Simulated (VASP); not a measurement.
Input of a VASP 6.6.1 run:

The input INCAR:

```
SYSTEM = YN
  PREC = Accurate
  ENCUT = 600
  EDIFF = 1E-7
  ISMEAR = 0
  SIGMA = 0.1
  LREAL = .False.
  LASPH = .True.
  NELM = 120
  ALGO = Normal
  ISIF = 3
  LWAVE = .False.
  LCHARG = .False.
  GGA = CA
  IBRION = 2
  NSW = 100
  EDIFFG = -0.002
  GGA_COMPAT = .False.
  NELMIN = 4
```

File KPOINTS:

```
Automatic mesh
0
Gamma
  16 16 16
  0 0 0
```

File POSCAR:

```
YN
1.0
    0.0000000000      2.4100689743      2.4100689743
    2.4100689743      0.0000000000      2.4100689743
    2.4100689743      2.4100689743      0.0000000000
Y N
1 1
Direct
    0.0000000000      0.0000000000      0.0000000000
    0.5000000000      0.5000000000      0.5000000000
```

Potentials or basis: VASP PAW LDA potentials, release 64 (Y_sv, N).

The run is started by

```sh
$ cat potpaw_LDA.64/Y_sv/POTCAR potpaw_LDA.64/N/POTCAR > POTCAR
$ mpirun -np 1 vasp_std > vasp.out
```

Problem. What does it give for the space group after relaxing (to 0.1 Å)?

Solution. Fm-3m (No. 225).

Problem. What does it give for the relaxed volume?

Solution. 14.00 Å³/atom.

Problem. Predict the relaxed cell.

Solution. a = 3.409 Å, b = 3.409 Å, c = 3.409 Å, α = 60.00°, β = 60.00°, γ = 60.00°.

Problem. Predict the band gap on the k mesh.

Solution. 0.01 eV (least direct gap 0.36 eV).

Final structure:
```
Y N
1.0
     0.00000    2.41041    2.41041
     2.41041    0.00000    2.41041
     2.41041    2.41041    0.00000
Y N
1 1
Direct
  0.00000 0.00000 0.00000
  0.50000 0.50000 0.50000
```

Caveat: the smearing spreads over this small gap; semilocal functionals underestimate gaps, and a narrow one can read as zero. A k mesh can miss the band edges.
